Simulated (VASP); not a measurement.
MgB2: single point with r2SCAN

The system is MgB2.

```xyz
3
Lattice="3.0898 0.0000 0.0000 -1.5449 2.6758 0.0000 0.0000 0.0000 3.5121" Properties=species:S:1:pos:R:3 pbc="T T T"
Mg    0.0000    0.0000    0.0000
B     0.0000    1.7839    1.7560
B     1.5449    0.8919    1.7560
```

```
Program                : VASP 6.6.1
Task                   : single point
Functional             : r2SCAN
Potentials or basis    : VASP PAW PBE potentials, release 64 (Mg, B)
Cutoff                 : 520 eV
k mesh                 : 8 × 8 × 6
Occupations            : gaussian, width 0.05 eV
Spin                   : no spin polarisation
Dipole correction      : no
Further INCAR settings : ALGO = Normal; EDIFF = 1e-07; NBANDS = 11
```

| Property | Result |
| --- | --- |
| Pressure | -2.6 GPa |
| Band gap on the k mesh | zero (bands 4 and 5 overlap by 2.69 eV) |

Stress tensor (GPa, compression positive):
```
-2.51  0.00  0.00
 0.00 -2.51  0.00
 0.00  0.00 -2.90
```

Levels at points of the mesh, in eV from the Fermi level:
```csv
k point,band 2,band 3,band 4,band 5,band 6,band 7
"(0.00, 0.00, 0.00)",-3.12,0.32,0.32,1.97,6.52,6.52
"(0.50, 0.00, 0.00)",-8.33,-2.38,0.19,3.27,4.03,5.76
"(0.00, 0.00, 0.50)",-7.79,0.73,0.73,6.85,6.85,8.47
"(0.50, 0.00, 0.50)",-7.40,-3.81,-2.07,-1.30,5.94,9.41
```

Run time: 89 s on 1 thread of Intel Xeon 8259CL (shared host), peak memory 0.15 GiB.

Caveat: the PAW data sets were made with another functional, which shifts forces and pressure a little.
